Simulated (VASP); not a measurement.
Write the native input for VASP 6.6.1 that does the following.

* Task: single point
* Functional: PBE
* Dispersion: D3(BJ)
* Potentials or basis: VASP PAW PBE potentials, release 64 (Ta_pv, F)
* Cutoff: 520 eV
* k mesh: 6 × 6 × 6
* Occupations: gaussian, width 0.1 eV
* Spin: no spin polarisation
* Dipole correction: no
* Further INCAR settings: ALGO = Normal; EDIFF = 1e-06; NBANDS = 24

The structure of TaF3 lies in POSCAR:

```
TaF3
1.0
    4.1666460000      0.0000000000      0.0000000000
    0.0000000000      4.1666460000      0.0000000000
    0.0000000000      0.0000000000      4.1666460000
Ta F
1 3
Direct
    0.0000000000      0.0000000000      0.0000000000
    0.0000000000      0.5000000000      0.0000000000
    0.5000000000      0.0000000000      0.0000000000
    0.0000000000      0.0000000000      0.5000000000
```

These files were run (other wordings do the same):

INCAR

```
PREC = Accurate
ENCUT = 520
EDIFF = 1E-6
ISMEAR = 0
SIGMA = 0.1
LREAL = False
LASPH = True
NELM = 100
ALGO = Normal
ISIF = 2
LWAVE = False
LCHARG = False
GGA = PE
IVDW = 12
NBANDS = 24
```

KPOINTS

```
regular mesh
0
Gamma
  6 6 6
```

Potentials or basis: VASP PAW PBE potentials, release 64 (Ta_pv, F).

Run with:

```console
$ cat potpaw_PBE.64/Ta_pv/POTCAR potpaw_PBE.64/F/POTCAR > POTCAR
$ mpirun -np 1 vasp_std > vasp.out
```

Results of the run:

```json
{"Pressure": "-4.0 GPa", "Band gap on the k mesh": "zero (band 16 reaches 4.16 eV, above the bottom of band 17 at 2.09 eV)", "Dispersion energy per atom": "-0.099 eV"}
```

Caveat: three body term missing; spin-orbit coupling is left out, which moves the levels of the heavy elements; pairwise dispersion overbinds metals, which lowers pressure and volume.

Run time: 15 s on 1 thread of Intel Xeon 6975P-C (shared host), peak memory 0.2 GiB.
